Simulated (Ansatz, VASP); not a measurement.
**One calculation of BaTiO3, two programs**

```xyz
5
Lattice="3.7021 0.0000 0.0000 0.0000 2.6178 2.6178 0.0000 -2.6178 2.6178" Properties=species:S:1:pos:R:3 pbc="T T T"
Ba    0.0000    0.0000   -0.0033
Ti    1.8511    0.0000    2.6146
O     0.0000    0.0000    2.6146
O     1.8511   -1.3089    3.9235
O     1.8511    1.3089    3.9235
```

Alike in both runs: task single point; functional PBEsol; k mesh 8 × 8 × 8; occupations gaussian, width 0.05 eV; no spin polarisation.

```csv
,VASP,Ansatz
version,VASP 6.6.1,Ansatz 0.2.0
potentials or method,"VASP PAW PBE potentials, release 64 (Ba_sv, Ti_sv, O_h), cutoff 1340 eV","scalar-relativistic, plane waves, PAW"
valence electrons in the cell,40,40
```

Ansatz gave:

- gap on the k mesh at the Fermi level (eV): 1.93
- least direct gap on the mesh (eV): 1.93

Problem. Which values does VASP return?

Solution. gap on the k mesh at the Fermi level (eV): 1.89; least direct gap on the mesh (eV): 1.89.

VASP's potentials were made for PBE, not for PBEsol. Ansatz's warnings: near symmetry operation missed by atoms, near symmetry operations not taken, symmetry narrowed to a group.

Spin-orbit coupling is off throughout.
